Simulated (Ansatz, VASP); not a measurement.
PtS2: VASP beside Ansatz

Contents of POSCAR:

```
PtS2
1.0
    3.4648913333      0.0000000000      0.0000000000
   -1.7324456667      3.0006839160      0.0000000000
    0.0000000000      0.0000000000      5.4189323293
Pt S
1 2
Direct
    0.0000000000      0.0000000000      0.0000000000
    0.3333333333      0.6666666667      0.2354764556
    0.6666666667      0.3333333333      0.7645235444
```

File INCAR.step1:

```
PREC = Accurate
ENCUT = 520
ISMEAR = 0
SIGMA = 0.01
LREAL = F
LASPH = T
NELM = 80
NBANDS = 18
GGA = PE
ALGO = Normal
EDIFF = 1E-4
LWAVE = T
LCHARG = F
```

INCAR.step2

```
PREC = Accurate
ENCUT = 520
EDIFF = 1E-7
ISMEAR = 0
SIGMA = 0.01
LREAL = F
LASPH = T
NELM = 80
ALGO = Normal
ISIF = 2
LWAVE = F
LCHARG = F
METAGGA = R2SCAN
LMIXTAU = T
NBANDS = 18
ISTART = 1
```

Contents of KPOINTS:

```
Automatic mesh
0
Gamma
  12 12 6
```

Input for Ansatz:

```yaml
crystal:
  lattice:
    - [3.4648913333, 0.0, 0.0]
    - [-1.7324456667, 3.000683916, 0.0]
    - [0.0, 0.0, 5.4189323293]
  atoms:
    - { symbol: Pt, position: [0.0, 0.0, 0.0] }
    - { symbol: S, position: [0.3333333333, 0.6666666667, 0.2354764556] }
    - { symbol: S, position: [0.6666666667, 0.3333333333, 0.7645235444] }
kpoints:
  mp_grid: { grid: [12, 12, 6] }
  band_path:
    path:
      - [0.0, 0.0, 0.0]
      - [0.5, 0.0, 0.0]
      - [0.3333333333, 0.3333333333, 0.0]
      - [0.0, 0.0, 0.5]
      - [0.5, 0.0, 0.5]
      - [0.3333333333, 0.3333333333, 0.5]
      - [0.0, 0.1666666667, 0.1666666667]
      - [0.0, 0.25, 0.3333333333]
    npoints: 1
hamiltonian:
  xc: r2scan
scf:
  occupations: { method: fixed }
  n_extra_bands: 4
output:
  forces: true
  stress: true
  eigenvalues: true
```

Change from the starting cell: epitaxial_xy strain -2.5%.

Alike in both runs: task single point; functional r2SCAN; k mesh 12 × 12 × 6; no spin polarisation.

|  | VASP | Ansatz |
| --- | --- | --- |
| version | VASP 6.6.1 | Ansatz 0.2.0 |
| potentials or method | VASP PAW PBE potentials, release 64 (Pt, S) | plane waves, PAW |
| plane-wave cutoff (eV) | 520 | 500 |
| occupations | gaussian, width 0.01 eV | fixed |
| valence electrons in the cell | 22 | 30 |

```tsv
	VASP	Ansatz	Ansatz less VASP
gap on the k mesh at the Fermi level (eV)	1.15	1.16	+0.006
pressure (GPa)	4.8	4.8	+0.06
traceless stress, the component that is largest in VASP (GPa)	-3.60	-3.58	+0.024
rms of the force components (eV/Å)	0.022	0.021	-0.0011
```

VASP's potentials were made for PBE, not for r2SCAN. Atom by atom the forces differ by 0.001 eV/Å (rms over components). VASP's potentials hold 22 valence electrons a cell and Ansatz's 30, so a difference there can come from the potentials and not from the codes.

Neither program's run includes spin-orbit coupling.
